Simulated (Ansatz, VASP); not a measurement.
GaAs: VASP beside Ansatz

```xyz
2
Lattice="0.0000 2.8640 2.8640 2.8640 0.0000 2.8640 2.8640 2.8640 0.0000" Properties=species:S:1:pos:R:3 pbc="T T T"
Ga    0.0000    0.0000    0.0000
As    1.4320    1.4320    1.4320
```

Change from the starting cell: volume scaled by 1.04, ions relaxed.

Alike in both runs: functional PBE; k mesh 13 × 13 × 13; occupations fermi-dirac, width 0.02 eV; no spin polarisation.

Ansatz relaxed the structure, and its values are those at the end. VASP's run is a single point on that final structure, the one shown.

|  | VASP | Ansatz |
| --- | --- | --- |
| version | VASP 6.6.1 | Ansatz 0.2.0 |
| potentials or method | VASP PAW PBE potentials, release 64 (Ga_d, As) | plane-wave PAW, scalar-relativistic |
| plane-wave cutoff (eV) | 520 | 420 |
| valence electrons in the cell | 18 | 28 |

VASP gave:

- pressure (GPa): 0.7

Question: Estimate Ansatz's values.

Answer: Pressure (GPa): 0.6.

VASP's potentials hold 18 valence electrons a cell and Ansatz's 28, so a difference there can come from the potentials and not from the codes. Ansatz's warnings: stress scf threshold loose.
